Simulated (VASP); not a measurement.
The system is SnO2.

```xyz
3
Lattice="0.0000 2.5216 2.5216 2.5216 0.0000 2.5216 2.5216 2.5216 0.0000" Properties=species:S:1:pos:R:3 pbc="T T T"
Sn    0.0000    0.0000    0.0000
O     3.7824    3.7824    3.7824
O     1.2608    1.2608    1.2608
```

Base run:

```yaml
Program: VASP 6.6.1
Functional: r2SCAN
Potentials_or_basis: VASP PAW PBE potentials, release 64 (Sn_d, O)
Cutoff: 520 eV
k_mesh: 9 × 9 × 9
Occupations: fermi-dirac, width 0.05 eV
Spin: no spin polarisation
```

Its results: band gap on the k mesh 1.10 eV, indirect (least direct gap 2.48 eV); pressure 4.8 GPa.

Task: The run is repeated on the same cell with these changes: functional from r2SCAN to PBE. What comes out?

Result: Band gap on the k mesh 0.51 eV, indirect (least direct gap 1.85 eV); pressure 13.4 GPa.

r2SCAN gives the wider gap, since meta-GGAs in the generalised Kohn-Sham scheme recover part of the derivative discontinuity.

Caveats: spin-orbit coupling is left out, which moves the levels of the heavy elements; the PAW data sets were made with another functional, which shifts forces and pressure a little (some runs).

A k mesh can miss the band edges.
